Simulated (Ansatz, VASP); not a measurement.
# Two plane-wave programs on Sr2TeO

```
CELL_PARAMETERS angstrom
4.35631 0.00000 0.00000
0.00000 4.35631 0.00000
0.00000 0.00000 6.17239
ATOMIC_POSITIONS crystal
O 0.00000 0.00000 0.00000
Sr 0.00000 0.00000 0.50000
Sr 0.50000 0.50000 0.00000
Te 0.50000 0.50000 0.50000
```

Alike in both runs: task single point; functional r2SCAN; k mesh 6 × 6 × 4; no spin polarisation.

```csv
,VASP,Ansatz
version,VASP 6.6.1,Ansatz 0.2.0
potentials or method,"VASP PAW PBE potentials, release 64 (O, Sr_sv, Te)","plane waves, PAW"
plane-wave cutoff (eV),520,500
occupations,"gaussian, width 0.01 eV",fixed
valence electrons in the cell,32,42
```

|  | VASP | Ansatz | Ansatz less VASP |
| --- | --- | --- | --- |
| gap on the k mesh at the Fermi level (eV) | 1.82 | 1.84 | +0.024 |
| pressure (GPa) | 0.1 | 0.0 | -0.11 |

VASP's potentials were made for PBE, not for r2SCAN. VASP's potentials hold 32 valence electrons a cell and Ansatz's 42, so a difference there can come from the potentials and not from the codes.

Spin-orbit coupling is off throughout.
